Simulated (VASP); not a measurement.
# SiC (gw) (R3m) in VASP: a series of runs

The runs below take SiC (gw) through single point, with PBEsol.

Program: VASP 6.6.1. These are calculated values, not measurements. Logs are shortened: lines on timing, memory, paths and dates and some standing lists are left out, and cuts for length are marked.

### Step 1. The cell of the first run

The structure is trigonal, space group R3m (No. 160). Conventional cell: a = 3.112 Å, b = 3.112 Å, c = 7.530 Å, α = 90.00°, β = 90.00°, γ = 120.00°. Si (site symmetry 3m) has 4 C at 1.89 to 1.90 Å within 2.5 Å. Within 2.5 Å of C (site symmetry 3m) lie 4 Si at 1.89 to 1.90 Å.

### Step 2. Single point, PBEsol

File INCAR:

```
SYSTEM = SiC
PREC = Accurate
ENCUT = 600
EDIFF = 1E-6
ISMEAR = 0
SIGMA = 0.01
LREAL = .FALSE.
LASPH = .TRUE.
NELM = 120
ALGO = Normal
ISIF = 2
LWAVE = .FALSE.
LCHARG = .FALSE.
GGA = PS
NBANDS = 11
GGA_COMPAT = .FALSE.
```

File KPOINTS:

```
Automatic mesh
0
G
  6 6 6
  0 0 0
```

File POSCAR:

```
SiC
1.0
   -0.0176390416      2.1825754434      2.1825754434
    2.1825754434     -0.0176390416      2.1825754434
    2.1825754434      2.1825754434     -0.0176390416
Si C
1 1
Direct
   -0.0003869826     -0.0003869826     -0.0003869826
    0.2503869826      0.2503869826      0.2503869826
```

Potentials or basis: VASP PAW PBE potentials, release 64 (Si, C).

The run is started by

```console
$ cat potpaw_PBE.64/Si/POTCAR potpaw_PBE.64/C/POTCAR > POTCAR
$ mpirun -np 1 vasp_std > vasp.out
```

OUTCAR:

```text
SYSTEM = SiC
   PREC = Accurate
   ENCUT = 600
   EDIFF = 1E-6
   ISMEAR = 0
   LREAL = .FALSE.
   LASPH = .TRUE.
   NELM = 120
   ISIF = 2
   GGA = PS

 ion  position               nearest neighbor table
   1  1.000  1.000  1.000-   2 1.89   2 1.90   2 1.90   2 1.90
   2  0.250  0.250  0.250-   1 1.89   1 1.90   1 1.90   1 1.90

  LATTYP: Found a trigonal (rhomboedric) cell.
 ALAT       =     3.0866781931
 COS(alpha) =     0.4919021800

  Lattice vectors:

 A1 = (  -0.0176390416,   2.1825754434,   2.1825754434)
 A2 = (   2.1825754434,  -0.0176390416,   2.1825754434)
 A3 = (   2.1825754434,   2.1825754434,  -0.0176390416)

Analysis of symmetry for initial positions (statically):
=====================================================================
 Subroutine PRICEL returns:
 Original cell was already a primitive cell.

 Routine SETGRP: Setting up the symmetry group for a
 trigonal (rhombohedral) supercell.

 Subroutine GETGRP returns: Found  6 space group operations
 (whereof  6 operations were pure point group operations)
 out of a pool of 12 trial point group operations.

The static configuration has the point symmetry C_3v.

Analysis of symmetry for dynamics (positions and initial velocities):
=====================================================================
 Subroutine PRICEL returns:
 Original cell was already a primitive cell.

 Routine SETGRP: Setting up the symmetry group for a
 trigonal (rhombohedral) supercell.

 Subroutine GETGRP returns: Found  6 space group operations
 (whereof  6 operations were pure point group operations)
 out of a pool of 12 trial point group operations.

The dynamic configuration has the point symmetry C_3v.

 Subroutine INISYM returns: Found  6 space group operations
 (whereof  6 operations are pure point group operations),
 and found     1 'primitive' translations

----------------------------------------------------------------------------------------

                                     Primitive cell

  volume of cell :      21.0461

  direct lattice vectors                    reciprocal lattice vectors
    -0.017639042  2.182575443  2.182575443    -0.226328554  0.228172589  0.228172589
     2.182575443 -0.017639042  2.182575443     0.228172589 -0.226328554  0.228172589
     2.182575443  2.182575443 -0.017639042     0.228172589  0.228172589 -0.226328554

  length of vectors
     3.086678193  3.086678193  3.086678193     0.394144739  0.394144739  0.394144739

  position of ions in fractional coordinates (direct lattice)
     0.999613017  0.999613017  0.999613017
     0.250386983  0.250386983  0.250386983

  ion indices of the primitive-cell ions
   primitive index   ion index
                 1           1
                 2           2

----------------------------------------------------------------------------------------

 KPOINTS: Automatic mesh

Automatic generation of k-mesh.
 Grid dimensions read from file:
 generate k-points for:    6    6    6

 Generating k-lattice:

  Cartesian coordinates                     Fractional coordinates (reciprocal lattice)
    -0.037721426  0.038028765  0.038028765     0.166666667 -0.000000000 -0.000000000
     0.038028765 -0.037721426  0.038028765    -0.000000000  0.166666667 -0.000000000
     0.038028765  0.038028765 -0.037721426    -0.000000000 -0.000000000  0.166666667

  Length of vectors
     0.065690790  0.065690790  0.065690790

  Shift w.r.t. Gamma in fractional coordinates (k-lattice)
     0.000000000  0.000000000  0.000000000

 Subroutine IBZKPT returns following result:
 ===========================================

 Found     32 irreducible k-points:

 Following reciprocal coordinates:
            Coordinates               Weight
  0.000000  0.000000  0.000000      1.000000
  0.166667  0.000000 -0.000000      6.000000
  0.333333  0.000000 -0.000000      6.000000
  0.500000  0.000000  0.000000      3.000000
  0.166667  0.166667 -0.000000      6.000000
  0.333333  0.166667 -0.000000     12.000000
[... 16 lines left out ...]
  0.500000  0.500000  0.166667      6.000000
 -0.333333  0.500000  0.166667     12.000000
 [... further k-points ...]
   k-points           NKPTS =     32   k-points in BZ     NKDIM =     32   number of bands    NBANDS=     11
   number of dos      NEDOS =    301   number of ions     NIONS =      2
   total plane-waves  NPLWV =  21952
   dimension x,y,z NGX =    28 NGY =   28 NGZ =   28
   dimension x,y,z NGXF=    56 NGYF=   56 NGZF=   56
   ions per type =               1   1
   NGX,Y,Z   is equivalent  to a cutoff of  15.08, 15.08, 15.08 a.u.
   NGXF,Y,Z  is equivalent  to a cutoff of  30.16, 30.16, 30.16 a.u.
 SYSTEM =  SiC
   PREC   = accura    normal or accurate (medium, high low for compatibility)
   ISTART =      0    job   : 0-new  1-cont  2-samecut
   ICHARG =      2    charge: 1-file 2-atom 10-const
   ISPIN  =      1    spin polarized calculation?
   LNONCOLLINEAR =      F non collinear calculations
   LSORBIT =      F    spin-orbit coupling
   LASPH  =      T    aspherical Exc in radial PAW
   ENCUT  =  600.0 eV  44.10 Ry    6.64 a.u.   6.16  6.16  6.16*2*pi/ulx,y,z
   NELM   =    120;   NELMIN=  2; NELMDL= -5     # of ELM steps
   EDIFF  = 0.1E-05   stopping-criterion for ELM
   LREAL  =      F    real-space projection
   EDIFFG = 0.1E-04   stopping-criterion for IOM
   NSW    =      0    number of steps for IOM
   IBRION =     -1    ionic relax: 0-MD 1-quasi-New 2-CG
   NFREE  =      0    steps in history (QN), initial steepest desc. (CG)
   ISIF   =      2    stress and relaxation
   ISYM   =      2    0-nonsym 1-usesym 2-fastsym
   POTIM  = 0.5000    time-step for ionic-motion
   TEBEG  =    0.0;   TEEND  =   0.0 temperature during run
   PSTRESS=    0.0 pullay stress
   NELECT =       8.0000    total number of electrons
   NUPDOWN=      -1.0000    fix difference up-down
   EMIN   =  10.00;   EMAX   =-10.00  energy-range for DOS
   EFERMI =   0.00;   METHOD = LEGACY
   ISMEAR =     0;   SIGMA  =   0.01  broadening in eV -4-tet -1-fermi 0-gaus
   EFERMI_NEDOS =   21; number of points for ismear=-14 and -15
   IALGO  =     38    algorithm
   IMIX   =      4    mixing-type and parameters
     AMIX     =   0.40;   BMIX     =  1.00
     AMIX_MAG =   1.60;   BMIX_MAG =  1.00
  volume/ion in A,a.u.               =      10.52        71.01
  Fermi-wavevector in a.u.,A,eV,Ry     =   1.185900  2.241025 19.134657  1.406358
  Thomas-Fermi vector in A             =   2.322084
   LORBIT       =      0    0 simple, 1 ext, 2 COOP (PROOUT), +10 PAW based schemes
   GGA     = PS    functional components
   LHFCALC =     F    Hartree Fock is set to
   AEXX    =    0.0000 exact exchange contribution
   IVDW    =     0    specifies the selected vdW correction
   LEPSILON=     F    determine dielectric tensor
   LRPA    =     F    only Hartree local field effects (RPA)
 non-spin polarized calculation
 Gauss-broadening in eV      SIGMA  =   0.01
  energy-cutoff  :      600.00
  volume of cell :       21.05
 maximum number of plane-waves:       719
 NGX is ok and might be reduce to    28
   NGX = 13   NGY = 13   NGZ = 13

 number of electron       8.0000000 magnetization

 Free energy of the ion-electron system (eV)
  ---------------------------------------------------
  ext. energy  EPLUGINS =         0.00000000
  ---------------------------------------------------
  free energy    TOTEN  =       -15.89819648 eV

  energy without entropy =      -15.89819648  energy(sigma->0) =      -15.89819648

 E-fermi :   8.0489     XC(G=0): -11.4303

 val. band max:        7.9504778854   @ k =   0.0000   0.0000   0.0000
 cond. band min:       9.1132583268   @ k =   0.5000   0.5000   0.0000
 fundamental gap:      1.1627804414
 Fermi energy:         8.0488640445

 k-point     1 :       0.0000    0.0000    0.0000
  band No.  band energies     occupation
      1      -7.4205      2.00000
      2       7.8368      2.00000
      3       7.8368      2.00000
      4       7.9505      2.00000
      5      13.8274      0.00000
      6      14.9109      0.00000
      7      14.9109      0.00000
      8      15.2018      0.00000
      9      22.2266      0.00000
     10      22.2266      0.00000
     11      23.8697      0.00000

 k-point     2 :       0.1667    0.0000   -0.0000
  band No.  band energies     occupation
      1      -6.8894      2.00000
      2       5.4636      2.00000
      3       7.5173      2.00000
      4       7.6050      2.00000
      5      14.0304      0.00000
      6      15.4376      0.00000
      7      15.6104      0.00000
      8      15.9868      0.00000
      9      20.6293      0.00000
     10      20.7607      0.00000
     11      23.2098      0.00000

 k-point     3 :       0.3333    0.0000   -0.0000
  band No.  band energies     occupation
      1      -5.3854      2.00000
      2       1.6859      2.00000
      3       7.0221      2.00000
      4       7.0853      2.00000
      5      13.3938      0.00000
      6      15.3135      0.00000
      7      15.4402      0.00000
      8      17.5581      0.00000
      9      21.8074      0.00000
     10      22.0748      0.00000
     11      22.7881      0.00000

 k-point     4 :       0.5000    0.0000    0.0000
  band No.  band energies     occupation
      1      -3.9057      2.00000
      2      -0.6486      2.00000
      3       6.8221      2.00000
      4       6.8737      2.00000
      5      13.1458      0.00000
      6      14.9144      0.00000
      7      15.0400      0.00000
      8      17.7125      0.00000
      9      23.6542      0.00000
     10      24.6503      0.00000
     11      24.9892      0.00000
[... 239 lines left out ...]
 k-point    22 :      -0.1667    0.3333    0.1667
  band No.  band energies     occupation
      1      -4.1210      2.00000
      2       1.9407      2.00000
      3       3.7640      2.00000
      4       5.4687      2.00000
      5      12.6646      0.00000
      6      15.4466      0.00000
      7      16.3476      0.00000
      8      19.3594      0.00000
      9      20.9005      0.00000
     10      24.3510      0.00000
     11      28.0576      0.00000

 k-point    23 :       0.5000    0.5000    0.1667
  band No.  band energies     occupation
      1      -3.0892      2.00000
      2       1.0327      2.00000
      3       3.5813      2.00000
      4       5.0308      2.00000
      5      10.4085      0.00000
      6      13.9515      0.00000
      7      19.5617      0.00000
      8      19.7837      0.00000
      9      21.9099      0.00000
     10      25.7799      0.00000
     11      29.1266      0.00000

 k-point    24 :      -0.3333    0.5000    0.1667
  band No.  band energies     occupation
      1      -2.2611      2.00000
      2       0.5951      2.00000
      3       3.3634      2.00000
      4       3.5048      2.00000
      5      11.7441      0.00000
      6      14.7717      0.00000
      7      18.4666      0.00000
      8      19.8348      0.00000
      9      21.7703      0.00000
     10      25.3219      0.00000
     11      28.6693      0.00000

 [... further k-points ...]
[... 5 lines left out ...]
  --------------------------------------------------------------------------------------
  -------------------------------------------------------------------------------------
  Total       -0.4650154     -0.4650154     -0.4650154      0.2503325      0.2503325      0.2503325
  in kB      -35.4003130    -35.4003130    -35.4003130     19.0571083     19.0571083     19.0571083
  external PRESSURE =     -35.4003130 kB  Pullay stress =       0.0000000 kB

 VOLUME and BASIS-vectors are now :
 -----------------------------------------------------------------------------
  energy-cutoff  :      600.00
  volume of cell :       21.05
      direct lattice vectors                 reciprocal lattice vectors
    -0.017639042  2.182575443  2.182575443    -0.226328554  0.228172589  0.228172589
     2.182575443 -0.017639042  2.182575443     0.228172589 -0.226328554  0.228172589
     2.182575443  2.182575443 -0.017639042     0.228172589  0.228172589 -0.226328554

 POSITION                                       TOTAL-FORCE (eV/Angst)
 -----------------------------------------------------------------------------------
      4.34583      4.34583      4.34583        -0.000840     -0.000840     -0.000840
      1.08856      1.08856      1.08856         0.000840      0.000840      0.000840
 -----------------------------------------------------------------------------------
    total drift:                                0.000033      0.000033      0.000033

  FREE ENERGIE OF THE ION-ELECTRON SYSTEM (eV)
  ---------------------------------------------------
  free  energy   TOTEN  =       -15.8981964839 eV

  energy  without entropy=      -15.8981964839  energy(sigma->0) =      -15.89819648
```

It took 7.5 s on 1 thread of AMD EPYC 9R45 (Zen 5), shared host; peak memory 0.12 GiB.

What came out:

- Free energy: -15.8982 eV
- Pressure: -3.5 GPa
- Band gap on the k mesh: 1.16 eV, indirect (least direct gap 4.35 eV)

Caveat: the PAW data sets were made with another functional, which shifts forces and pressure a little. A k mesh can miss the band edges.

### Step 3. Single point, PBEsol

File INCAR:

```
PREC = Accurate ; ENCUT = 600
EDIFF = 1E-6 ; ISMEAR = 0
SIGMA = 0.01 ; LREAL = False
LASPH = True ; NELM = 120
ALGO = Normal ; ISIF = 2
LWAVE = False ; LCHARG = False
GGA = PS ; NBANDS = 11
GGA_COMPAT = False
```

File KPOINTS:

```
regular mesh
0
Gamma
  6 6 6
```

POSCAR is that of step 2.

Potentials or basis: VASP PAW PBE potentials, release 64 (Si, C).

The run is started by

```console
$ cat potpaw_PBE.64/Si/POTCAR potpaw_PBE.64/C/POTCAR > POTCAR
$ mpirun -np 1 vasp_std > vasp.out
```

OUTCAR:

```text
PREC = Accurate
   ENCUT = 600
   EDIFF = 1E-6
   ISMEAR = 0
   LREAL = False
   LASPH = True
   NELM = 120
   ISIF = 2
   GGA = PS

 ion  position               nearest neighbor table
   1  1.000  1.000  1.000-   2 1.89   2 1.90   2 1.90   2 1.90
   2  0.250  0.250  0.250-   1 1.89   1 1.90   1 1.90   1 1.90

  LATTYP: Found a trigonal (rhomboedric) cell.
 ALAT       =     3.0866781931
 COS(alpha) =     0.4919021800

  Lattice vectors:

 A1 = (  -0.0176390416,   2.1825754434,   2.1825754434)
 A2 = (   2.1825754434,  -0.0176390416,   2.1825754434)
 A3 = (   2.1825754434,   2.1825754434,  -0.0176390416)

Analysis of symmetry for initial positions (statically):
=====================================================================
 Subroutine PRICEL returns:
 Original cell was already a primitive cell.

 Routine SETGRP: Setting up the symmetry group for a
 trigonal (rhombohedral) supercell.

 Subroutine GETGRP returns: Found  6 space group operations
 (whereof  6 operations were pure point group operations)
 out of a pool of 12 trial point group operations.

The static configuration has the point symmetry C_3v.

[... 171 lines left out ...]
      2       7.8368      2.00000
      3       7.8368      2.00000
      4       7.9505      2.00000
      5      13.8274      0.00000
      6      14.9109      0.00000
      7      14.9109      0.00000
      8      15.2018      0.00000
      9      22.2266      0.00000
     10      22.2266      0.00000
     11      23.8697      0.00000
[... 309 lines left out ...]
 k-point    24 :      -0.3333    0.5000    0.1667
  band No.  band energies     occupation
      1      -2.2611      2.00000
      2       0.5951      2.00000
      3       3.3634      2.00000
      4       3.5048      2.00000
      5      11.7441      0.00000
      6      14.7717      0.00000
      7      18.4666      0.00000
      8      19.8348      0.00000
      9      21.7703      0.00000
     10      25.3219      0.00000
     11      28.6693      0.00000

 [... further k-points ...]

------------------------ aborting loop because EDIFF is reached ----------------------------------------

  FORCE on cell =-STRESS in cart. coord.  units (eV):
  Direction    XX          YY          ZZ          XY          YZ          ZX
  --------------------------------------------------------------------------------------
  -------------------------------------------------------------------------------------
  Total       -0.4650154     -0.4650154     -0.4650154      0.2503325      0.2503325      0.2503325
  in kB      -35.4003130    -35.4003130    -35.4003130     19.0571083     19.0571083     19.0571083
  external PRESSURE =     -35.4003130 kB  Pullay stress =       0.0000000 kB

 VOLUME and BASIS-vectors are now :
 -----------------------------------------------------------------------------
  energy-cutoff  :      600.00
  volume of cell :       21.05
      direct lattice vectors                 reciprocal lattice vectors
    -0.017639042  2.182575443  2.182575443    -0.226328554  0.228172589  0.228172589
     2.182575443 -0.017639042  2.182575443     0.228172589 -0.226328554  0.228172589
     2.182575443  2.182575443 -0.017639042     0.228172589  0.228172589 -0.226328554

 POSITION                                       TOTAL-FORCE (eV/Angst)
 -----------------------------------------------------------------------------------
      4.34583      4.34583      4.34583        -0.000840     -0.000840     -0.000840
      1.08856      1.08856      1.08856         0.000840      0.000840      0.000840
 -----------------------------------------------------------------------------------
    total drift:                                0.000033      0.000033      0.000033

  FREE ENERGIE OF THE ION-ELECTRON SYSTEM (eV)
  ---------------------------------------------------
  free  energy   TOTEN  =       -15.8981964839 eV

  energy  without entropy=      -15.8981964839  energy(sigma->0) =      -15.89819648
```

Run time: 7.4 s. Hardware: 1 thread of AMD EPYC 9R45 (Zen 5), shared host; peak memory 0.12 GiB.

Results:

- Free energy: -15.8982 eV
- Pressure: -3.5 GPa
- Band gap on the k mesh: 1.16 eV, indirect (least direct gap 4.35 eV)

Caveat: the PAW data sets were made with another functional, which shifts forces and pressure a little. A k mesh can miss the band edges.
